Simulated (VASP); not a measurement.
# CdO (Fm-3m) in VASP: a series of runs

The runs below take CdO through single point, with BLYP, LDA, PBE+D3(BJ), revPBE+D4.

Everything below comes from runs of VASP 6.6.1. Logs are shortened: lines on timing, memory, paths and dates and some standing lists are left out, and cuts for length are marked.

### Step 1. The cell of the first run

Symmetry: Fm-3m, No. 225, cubic system. The conventional cell has a = 4.730 Å, b = 4.730 Å, c = 4.730 Å, α = 90.00°, β = 90.00°, γ = 90.00°. Cd (site symmetry m-3m) has 6 O at 2.37 Å within 3.1 Å. O (site symmetry m-3m) has 6 Cd at 2.37 Å within 3.1 Å.

### Step 2. Single point, BLYP

INCAR

```
SYSTEM = CdO
AGGAC = 1.0
AGGAX = 1.0
ALDAC = 0.0
ALDAX = 1.0
ALGO = Normal
EDIFF = 1E-6
ENCUT = 700
GGA = B5
GGA_COMPAT = .FALSE.
ISIF = 2
ISMEAR = -1
LASPH = .TRUE.
LCHARG = .TRUE.
LELF = .TRUE.
LREAL = .FALSE.
LVHAR = .TRUE.
LWAVE = .FALSE.
NBANDS = 20
NELM = 120
PREC = Accurate
SIGMA = 0.05
```

KPOINTS

```
k-points
0
G
  10 10 10
  0 0 0
```

POSCAR

```
CdO
1.0
    0.0000000000      2.3650600561      2.3650600561
    2.3650600561      0.0000000000      2.3650600561
    2.3650600561      2.3650600561      0.0000000000
Cd O
1 1
Direct
    0.0000000000      0.0000000000      0.0000000000
    0.5000000000      0.5000000000      0.5000000000
```

Potentials or basis: VASP PAW PBE potentials, release 64 (Cd_sv_GW, O).

Launch:

```
cat potpaw_PBE.64/Cd_sv_GW/POTCAR potpaw_PBE.64/O/POTCAR > POTCAR
mpirun -np 1 vasp_std > vasp.out
```

OUTCAR:

```text
SYSTEM = CdO
   EDIFF = 1E-6
   ENCUT = 700
   GGA = B5
   ISIF = 2
   ISMEAR = -1
   LASPH = .TRUE.
   LREAL = .FALSE.
   NELM = 120
   PREC = Accurate

 ion  position               nearest neighbor table
   1  0.000  0.000  0.000-
   2  0.500  0.500  0.500-

  LATTYP: Found a face centered cubic cell.
 ALAT       =     4.7301201122

  Lattice vectors:

 A1 = (   0.0000000000,   2.3650600561,   2.3650600561)
 A2 = (   2.3650600561,   0.0000000000,   2.3650600561)
 A3 = (   2.3650600561,   2.3650600561,   0.0000000000)

Analysis of symmetry for initial positions (statically):
=====================================================================
 Subroutine PRICEL returns:
 Original cell was already a primitive cell.

 Routine SETGRP: Setting up the symmetry group for a
 face centered cubic supercell.

 Subroutine GETGRP returns: Found 48 space group operations
 (whereof 48 operations were pure point group operations)
 out of a pool of 48 trial point group operations.

The static configuration has the point symmetry O_h .

Analysis of symmetry for dynamics (positions and initial velocities):
=====================================================================
 Subroutine PRICEL returns:
 Original cell was already a primitive cell.

 Routine SETGRP: Setting up the symmetry group for a
 face centered cubic supercell.

 Subroutine GETGRP returns: Found 48 space group operations
 (whereof 48 operations were pure point group operations)
 out of a pool of 48 trial point group operations.

The dynamic configuration has the point symmetry O_h .

 Subroutine INISYM returns: Found 48 space group operations
 (whereof 48 operations are pure point group operations),
 and found     1 'primitive' translations

----------------------------------------------------------------------------------------

                                     Primitive cell

  volume of cell :      26.4580

  direct lattice vectors                    reciprocal lattice vectors
     0.000000000  2.365060056  2.365060056    -0.211411122  0.211411122  0.211411122
     2.365060056  0.000000000  2.365060056     0.211411122 -0.211411122  0.211411122
     2.365060056  2.365060056  0.000000000     0.211411122  0.211411122 -0.211411122

  length of vectors
     3.344700007  3.344700007  3.344700007     0.366174805  0.366174805  0.366174805

  position of ions in fractional coordinates (direct lattice)
     0.000000000  0.000000000  0.000000000
     0.500000000  0.500000000  0.500000000

  ion indices of the primitive-cell ions
   primitive index   ion index
                 1           1
                 2           2

----------------------------------------------------------------------------------------

 KPOINTS: k-points

Automatic generation of k-mesh.
 Grid dimensions read from file:
 generate k-points for:   10   10   10

 Generating k-lattice:

  Cartesian coordinates                     Fractional coordinates (reciprocal lattice)
    -0.021141112  0.021141112  0.021141112     0.100000000  0.000000000  0.000000000
     0.021141112 -0.021141112  0.021141112     0.000000000  0.100000000  0.000000000
     0.021141112  0.021141112 -0.021141112     0.000000000  0.000000000  0.100000000

  Length of vectors
     0.036617480  0.036617480  0.036617480

  Shift w.r.t. Gamma in fractional coordinates (k-lattice)
     0.000000000  0.000000000  0.000000000

 Subroutine IBZKPT returns following result:
 ===========================================

 Found     47 irreducible k-points:

 Following reciprocal coordinates:
            Coordinates               Weight
  0.000000  0.000000  0.000000      1.000000
  0.100000  0.000000  0.000000      8.000000
  0.200000  0.000000  0.000000      8.000000
  0.300000  0.000000  0.000000      8.000000
  0.400000  0.000000  0.000000      8.000000
  0.500000  0.000000  0.000000      4.000000
[... 16 lines left out ...]
  0.300000  0.300000  0.000000      6.000000
  0.400000  0.300000  0.000000     24.000000
 [... further k-points ...]
   k-points           NKPTS =     47   k-points in BZ     NKDIM =     47   number of bands    NBANDS=     20
   number of dos      NEDOS =    301   number of ions     NIONS =      2
   total plane-waves  NPLWV =  27000
   dimension x,y,z NGX =    30 NGY =   30 NGZ =   30
   dimension x,y,z NGXF=    60 NGYF=   60 NGZF=   60
   ions per type =               1   1
   NGX,Y,Z   is equivalent  to a cutoff of  14.91, 14.91, 14.91 a.u.
   NGXF,Y,Z  is equivalent  to a cutoff of  29.82, 29.82, 29.82 a.u.
 SYSTEM =  CdO
   PREC   = accura    normal or accurate (medium, high low for compatibility)
   ISTART =      0    job   : 0-new  1-cont  2-samecut
   ICHARG =      2    charge: 1-file 2-atom 10-const
   ISPIN  =      1    spin polarized calculation?
   LNONCOLLINEAR =      F non collinear calculations
   LSORBIT =      F    spin-orbit coupling
   LASPH  =      T    aspherical Exc in radial PAW
   ENCUT  =  700.0 eV  51.45 Ry    7.17 a.u.   7.22  7.22  7.22*2*pi/ulx,y,z
   NELM   =    120;   NELMIN=  2; NELMDL= -5     # of ELM steps
   EDIFF  = 0.1E-05   stopping-criterion for ELM
   LREAL  =      F    real-space projection
   EDIFFG = 0.1E-04   stopping-criterion for IOM
   NSW    =      0    number of steps for IOM
   IBRION =     -1    ionic relax: 0-MD 1-quasi-New 2-CG
   NFREE  =      0    steps in history (QN), initial steepest desc. (CG)
   ISIF   =      2    stress and relaxation
   ISYM   =      2    0-nonsym 1-usesym 2-fastsym
   POTIM  = 0.5000    time-step for ionic-motion
   TEBEG  =    0.0;   TEEND  =   0.0 temperature during run
   PSTRESS=    0.0 pullay stress
   NELECT =      26.0000    total number of electrons
   NUPDOWN=      -1.0000    fix difference up-down
   EMIN   =  10.00;   EMAX   =-10.00  energy-range for DOS
   EFERMI =   0.00;   METHOD = LEGACY
   ISMEAR =    -1;   SIGMA  =   0.05  broadening in eV -4-tet -1-fermi 0-gaus
   EFERMI_NEDOS =   21; number of points for ismear=-14 and -15
   IALGO  =     38    algorithm
   IMIX   =      4    mixing-type and parameters
     AMIX     =   0.40;   BMIX     =  1.00
     AMIX_MAG =   1.60;   BMIX_MAG =  1.00
  volume/ion in A,a.u.               =      13.23        89.27
  Fermi-wavevector in a.u.,A,eV,Ry     =   1.627598  3.075714 36.042850  2.649075
  Thomas-Fermi vector in A             =   2.720367
   LORBIT       =      0    0 simple, 1 ext, 2 COOP (PROOUT), +10 PAW based schemes
   GGA     = B5    functional components
   LHFCALC =     F    Hartree Fock is set to
   AEXX    =    0.0000 exact exchange contribution
   IVDW    =     0    specifies the selected vdW correction
   LEPSILON=     F    determine dielectric tensor
   LRPA    =     F    only Hartree local field effects (RPA)
 non-spin polarized calculation
  energy-cutoff  :      700.00
  volume of cell :       26.46
 maximum number of plane-waves:      1139
 NGX is ok and might be reduce to    30
   NGX = 15   NGY = 15   NGZ = 15

 number of electron      25.9999992 magnetization

 Free energy of the ion-electron system (eV)
  ---------------------------------------------------
  ext. energy  EPLUGINS =         0.00000000
  ---------------------------------------------------
  free energy    TOTEN  =        -7.02299437 eV

  energy without entropy =       -7.02245368  energy(sigma->0) =       -7.02272402

 E-fermi :   5.2835     XC(G=0): -11.2767

 val. band max:        5.1165995374   @ k =   0.5000   0.0000   0.0000
 cond. band min:       5.8026651891   @ k =   0.1000   0.0000   0.0000
 fundamental gap:      0.6860656517
 Fermi energy:         5.2835230629

 k-point     1 :       0.0000    0.0000    0.0000
  band No.  band energies     occupation
      1     -94.9867      2.00000
      2     -56.2785      2.00000
      3     -56.2785      2.00000
      4     -56.2785      2.00000
      5     -11.9844      2.00000
      6      -1.6237      2.00000
[... 12 lines left out ...]
     19      22.9082      0.00000
     20      22.9082      0.00000

 k-point     2 :       0.1000    0.0000    0.0000
  band No.  band energies     occupation
      1     -94.9866      2.00000
      2     -56.2799      2.00000
      3     -56.2787      2.00000
      4     -56.2787      2.00000
      5     -11.9189      2.00000
      6      -1.6584      2.00000
[... 12 lines left out ...]
     19      23.4564      0.00000
     20      23.4564      0.00000

 k-point     3 :       0.2000    0.0000    0.0000
  band No.  band energies     occupation
      1     -94.9864      2.00000
      2     -56.2837      2.00000
      3     -56.2793      2.00000
      4     -56.2793      2.00000
      5     -11.7421      2.00000
      6      -1.7887      2.00000
[... 12 lines left out ...]
     19      24.1603      0.00000
     20      24.1603      0.00000

 k-point     4 :       0.3000    0.0000    0.0000
  band No.  band energies     occupation
      1     -94.9860      2.00000
      2     -56.2884      2.00000
      3     -56.2800      2.00000
      4     -56.2800      2.00000
      5     -11.5111      2.00000
      6      -2.0401      2.00000
[... 12 lines left out ...]
     19      25.0831      0.00000
     20      25.0831      0.00000

 k-point     5 :       0.4000    0.0000    0.0000
  band No.  band energies     occupation
      1     -94.9858      2.00000
      2     -56.2922      2.00000
      3     -56.2806      2.00000
      4     -56.2806      2.00000
      5     -11.3124      2.00000
      6      -2.3165      2.00000
[... 12 lines left out ...]
     19      26.2291      0.00000
     20      26.2348      0.00000
[... 353 lines left out ...]
      6      -2.1590      2.00000
[... 12 lines left out ...]
     19      24.8181      0.00000
     20      25.4502      0.00000

 k-point    22 :      -0.2000    0.2000    0.0000
  band No.  band energies     occupation
      1     -94.9860      2.00000
      2     -56.2877      2.00000
      3     -56.2829      2.00000
      4     -56.2799      2.00000
      5     -11.4742      2.00000
      6      -2.0258      2.00000
[... 12 lines left out ...]
     19      24.3946      0.00000
     20      25.9189      0.00000

 k-point    23 :       0.3000    0.3000    0.0000
  band No.  band energies     occupation
      1     -94.9858      2.00000
      2     -56.2878      2.00000
      3     -56.2824      2.00000
      4     -56.2824      2.00000
      5     -11.5077      2.00000
      6      -1.8976      2.00000
[... 12 lines left out ...]
     19      28.8180      0.00000
     20      28.9402      0.00000

 k-point    24 :       0.4000    0.3000    0.0000
  band No.  band energies     occupation
      1     -94.9857      2.00000
      2     -56.2899      2.00000
      3     -56.2835      2.00000
      4     -56.2831      2.00000
      5     -11.4204      2.00000
      6      -1.9441      2.00000
[... 12 lines left out ...]
     19      28.4197      0.00000
     20      28.6955      0.00000

 [... further k-points ...]

------------------------ aborting loop because EDIFF is reached ----------------------------------------

  FORCE on cell =-STRESS in cart. coord.  units (eV):
  Direction    XX          YY          ZZ          XY          YZ          ZX
  --------------------------------------------------------------------------------------
  -------------------------------------------------------------------------------------
  Total        1.4026062      1.4026062      1.4026062     -0.0000000     -0.0000000      0.0000000
  in kB       84.9356104     84.9356104     84.9356104     -0.0000000     -0.0000000      0.0000000
  external PRESSURE =      84.9356104 kB  Pullay stress =       0.0000000 kB

 VOLUME and BASIS-vectors are now :
 -----------------------------------------------------------------------------
  energy-cutoff  :      700.00
  volume of cell :       26.46
      direct lattice vectors                 reciprocal lattice vectors
     0.000000000  2.365060056  2.365060056    -0.211411122  0.211411122  0.211411122
     2.365060056  0.000000000  2.365060056     0.211411122 -0.211411122  0.211411122
     2.365060056  2.365060056  0.000000000     0.211411122  0.211411122 -0.211411122

 POSITION                                       TOTAL-FORCE (eV/Angst)
 -----------------------------------------------------------------------------------
      0.00000      0.00000      0.00000         0.000000      0.000000      0.000000
      2.36506      2.36506      2.36506        -0.000000     -0.000000     -0.000000
 -----------------------------------------------------------------------------------
    total drift:                               -0.000000      0.000000      0.000000

  FREE ENERGIE OF THE ION-ELECTRON SYSTEM (eV)
  ---------------------------------------------------
  free  energy   TOTEN  =        -7.0229943651 eV

  energy  without entropy=       -7.0224536807  energy(sigma->0) =       -7.02272402
```

Run time: 46 s. Hardware: 1 thread of AMD EPYC 7R13 (Zen 3), shared host; peak memory 0.18 GiB.

Results:

```yaml
Free_energy: -7.0230 eV
Pressure: 8.5 GPa
Band_gap_on_the_k_mesh: zero (bands 13 and 14 overlap by 0.30 eV)
```

Levels at points of the mesh, in eV from the Fermi level:
```tsv
k point	band 11	band 12	band 13	band 14	band 15	band 16
(0.00, 0.00, 0.00)	-1.44	-1.44	-1.44	-0.47	14.89	17.00
(0.50, 0.00, 0.00)	-3.92	-0.17	-0.17	4.54	7.00	11.68
(0.50, 0.50, 0.00)	-4.23	-2.35	-2.35	3.61	8.46	11.44
```

Caveat: the cell stands under pressure; semilocal functionals underestimate gaps, and a narrow one can read as zero; the PAW data sets were made with another functional, which shifts forces and pressure a little.

### Step 3. Single point, LDA

INCAR

```
  PREC = Accurate
  ENCUT = 700
  EDIFF = 1E-6
  ISMEAR = -1
  SIGMA = 0.05
  LREAL = F
  LASPH = T
  NELM = 120
  ALGO = Normal
  ISIF = 2
  LWAVE = F
  LCHARG = F
  GGA = CA
  NBANDS = 20
  GGA_COMPAT = F
```

KPOINTS

```
regular mesh
0
Gamma
  10 10 10
```

POSCAR is that of step 2.

Potentials or basis: VASP PAW LDA potentials, release 64 (Cd_sv_GW, O).

Launch:

```
cat potpaw_LDA.64/Cd_sv_GW/POTCAR potpaw_LDA.64/O/POTCAR > POTCAR
mpirun -np 1 vasp_std > vasp.out
```

Wall time 31 s (1 thread of Intel Xeon Platinum 8375C at 2.90GHz (Ice Lake), shared host); peak memory 0.19 GiB.

Results (log left out):

* Free energy: -9.3825 eV
* Pressure: -8.5 GPa
* Band gap on the k mesh: zero (bands 13 and 14 overlap by 0.54 eV)

Levels at points of the mesh, in eV from the Fermi level:
| k point | band 9 | band 10 | band 11 | band 12 | band 13 | band 14 | band 15 | band 16 | band 17 | band 18 |
| --- | --- | --- | --- | --- | --- | --- | --- | --- | --- | --- |
| (0.00, 0.00, 0.00) | -6.51 | -6.51 | -1.49 | -1.49 | -1.49 | -0.70 | 14.16 | 16.58 | 16.58 | 16.58 |
| (0.50, 0.00, 0.00) | -6.25 | -6.25 | -3.97 | -0.16 | -0.16 | 4.10 | 6.87 | 11.37 | 11.37 | 17.23 |
| (0.50, 0.50, 0.00) | -6.12 | -5.81 | -4.44 | -2.45 | -2.45 | 3.43 | 8.11 | 10.88 | 12.74 | 12.74 |

Caveat: the cell stands under tension; semilocal functionals underestimate gaps, and a narrow one can read as zero.

### Step 4. Single point, PBE+D3(BJ)

This run uses another cell than the first one, of 12.97 Å³/atom.

INCAR

```
PREC = Accurate ; ENCUT = 700
EDIFF = 1E-6 ; ISMEAR = -1
SIGMA = 0.05 ; LREAL = False
LASPH = True ; NELM = 120
ALGO = Normal ; ISIF = 2
LWAVE = False ; LCHARG = False
GGA = PE ; IVDW = 12
NBANDS = 20 ; GGA_COMPAT = False
```

KPOINTS

```
Automatic mesh
0
Gamma
  10 10 10
```

POSCAR

```
CdO
1.0
    0.0000000000      2.3495000000      2.3495000000
    2.3495000000      0.0000000000      2.3495000000
    2.3495000000      2.3495000000      0.0000000000
Cd O
1 1
Direct
    0.0000000000      0.0000000000      0.0000000000
    0.5000000000      0.5000000000      0.5000000000
```

Potentials or basis: VASP PAW PBE potentials, release 64 (Cd_sv_GW, O).

Launch:

```
cat potpaw_PBE.64/Cd_sv_GW/POTCAR potpaw_PBE.64/O/POTCAR > POTCAR
mpirun -np 1 vasp_std > vasp.out
```

Wall time 46 s (1 thread of Intel Xeon Platinum 8375C at 2.90GHz (Ice Lake), shared host); peak memory 0.21 GiB.

Results (log left out):

- Free energy: -8.4007 eV
- Pressure: 2.3 GPa
- Band gap on the k mesh: zero (bands 13 and 14 overlap by 0.41 eV)
- Dispersion energy per atom: -0.294 eV

Levels at points of the mesh, in eV from the Fermi level:
```tsv
k point	band 10	band 11	band 12	band 13	band 14	band 15	band 16	band 17
(0.00, 0.00, 0.00)	-6.56	-1.52	-1.52	-1.52	-0.57	14.36	16.87	16.87
(0.50, 0.00, 0.00)	-6.32	-3.97	-0.16	-0.16	4.28	7.16	11.73	11.73
(0.50, 0.50, 0.00)	-5.87	-4.48	-2.48	-2.48	3.75	8.36	11.07	13.15
```

Caveat: semilocal functionals underestimate gaps, and a narrow one can read as zero.

### Step 5. Single point, revPBE+D4

This run uses another cell than the first one, of 12.45 Å³/atom.

INCAR

```
SYSTEM = CdO
  PREC = Accurate
  ENCUT = 700
  EDIFF = 1E-6
  ISMEAR = -1
  SIGMA = 0.05
  LREAL = .False.
  LASPH = .True.
  NELM = 120
  ALGO = Normal
  ISIF = 2
  LWAVE = .False.
  LCHARG = .False.
  GGA = RE
  IVDW = 13
  NBANDS = 20
  GGA_COMPAT = .False.
```

KPOINTS

```
Automatic mesh
0
Gamma
  10 10 10
  0 0 0
```

POSCAR

```
CdO
1.0
    0.0000000000      2.3177461075      2.3177461075
    2.3177461075      0.0000000000      2.3177461075
    2.3177461075      2.3177461075      0.0000000000
Cd O
1 1
Direct
    0.0000000000      0.0000000000      0.0000000000
    0.5000000000      0.5000000000      0.5000000000
```

Launch:

```
cat potpaw_PBE.64/Cd_sv_GW/POTCAR potpaw_PBE.64/O/POTCAR > POTCAR
mpirun -np 1 vasp_std > vasp.out
```

It took 80 s on 1 thread of AMD EPYC, shared host; peak memory 0.16 GiB.

It converged, with:

```
Free energy                : -8.2410 eV
Pressure                   : 8.9 GPa
Band gap on the k mesh     : zero (bands 13 and 14 overlap by 0.27 eV)
Dispersion energy per atom : -0.613 eV
```

Levels at points of the mesh, in eV from the Fermi level:
```tsv
k point	band 9	band 10	band 11	band 12	band 13	band 14	band 15	band 16	band 17	band 18
(0.00, 0.00, 0.00)	-6.64	-6.64	-1.68	-1.68	-1.68	-0.43	14.45	17.21	17.21	17.21
(0.50, 0.00, 0.00)	-6.37	-6.37	-4.05	-0.16	-0.16	4.36	7.52	12.01	12.01	18.10
(0.50, 0.50, 0.00)	-6.22	-5.85	-4.75	-2.67	-2.67	4.01	8.60	11.27	13.59	13.59
```

Caveat: the cell stands under pressure; semilocal functionals underestimate gaps, and a narrow one can read as zero; the PAW data sets were made with another functional, which shifts forces and pressure a little.

### Step 6. Overview

```csv
level,potentials or basis,cell,gap on the mesh (eV),pressure (GPa)
BLYP,"VASP PAW PBE potentials, release 64 (Cd_sv_GW, O)","a = 3.345 Å, angles 60.0°, 2 atoms",none,8.5
LDA,"VASP PAW LDA potentials, release 64 (Cd_sv_GW, O)","a = 3.345 Å, angles 60.0°, 2 atoms",none,-8.5
PBE+D3(BJ),"VASP PAW PBE potentials, release 64 (Cd_sv_GW, O)","a = 3.323 Å, angles 60.0°, 2 atoms",none,2.3
revPBE+D4,"VASP PAW PBE potentials, release 64 (Cd_sv_GW, O)","a = 3.278 Å, angles 60.0°, 2 atoms",none,8.9
```

Alike in all rows: task single point; no spin polarisation; k mesh 10 × 10 × 10; cutoff (eV) 700; smearing fermi-dirac 0.05 eV.

Caveats: semilocal functionals underestimate gaps, and a narrow one can read as zero; the cell stands under pressure (at least some runs); the PAW data sets were made with another functional, which shifts forces and pressure a little (at least some runs); the cell stands under tension (at least some runs).

Total energies depend on the potentials used, so only differences within one code and one set of settings carry meaning.

The gap in the log of VASP goes by the Fermi energy; the results here count the filled bands.